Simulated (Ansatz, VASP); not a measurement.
Ge in VASP and in Ansatz

Contents of INCAR:

```
  PREC = Accurate
  ENCUT = 520
  EDIFF = 1E-6
  ISMEAR = 0
  SIGMA = 0.15
  LREAL = False
  LASPH = True
  NELM = 60
  ALGO = Normal
  ISIF = 2
  LWAVE = False
  LCHARG = False
  GGA = CA
  NBANDS = 21
```

KPOINTS

```
Automatic mesh
0
Gamma
  16 16 16
```

The input POSCAR:

```
Ge
1.0
    0.0000000000      2.8943818862      3.0752807541
    2.8943818862      0.0000000000      3.0752807541
    2.8943818862      2.8943818862      0.0000000000
Ge
2
Direct
    0.5000000000      0.5000000000      0.5000000000
    0.7500000000      0.7500000000      0.7500000000
```

Input for Ansatz:

```yaml
crystal:
  lattice:
    - [0.0, 2.8943818862, 3.0752807541]
    - [2.8943818862, 0.0, 3.0752807541]
    - [2.8943818862, 2.8943818862, 0.0]
  atoms:
    - { symbol: Ge, position: [0.5, 0.5, 0.5] }
    - { symbol: Ge, position: [0.75, 0.75, 0.75] }
basis:
  ecutwfc: 420
kpoints:
  mp_grid: { grid: [16, 16, 16] }
hamiltonian:
  xc: lda
scf:
  occupations: { method: gaussian, width: 0.15 }
output:
  forces: true
  stress: true
  eigenvalues: true
```

Alike in both runs: task single point; functional LDA; k mesh 16 × 16 × 16; occupations gaussian, width 0.15 eV; no spin polarisation.

```csv
,VASP,Ansatz
version,VASP 6.6.1,Ansatz 0.2.0
potentials or method,"VASP PAW LDA potentials, release 64 (Ge_d), cutoff 520 eV","scalar-relativistic, plane waves, PAW"
valence electrons in the cell,28,28
```

```tsv
	VASP	Ansatz	Ansatz less VASP
gap on the k mesh at the Fermi level (eV)	none	none	-
pressure (GPa)	-7.4	-7.4	+0.02
traceless stress, the component that is largest in VASP (GPa)	-2.70	-2.69	+0.006
```

LDA's correlation is that of Perdew and Zunger in VASP and of Perdew and Wang (1992) in Ansatz. A gap of «none» marks a metal or a gap that the smearing closes.
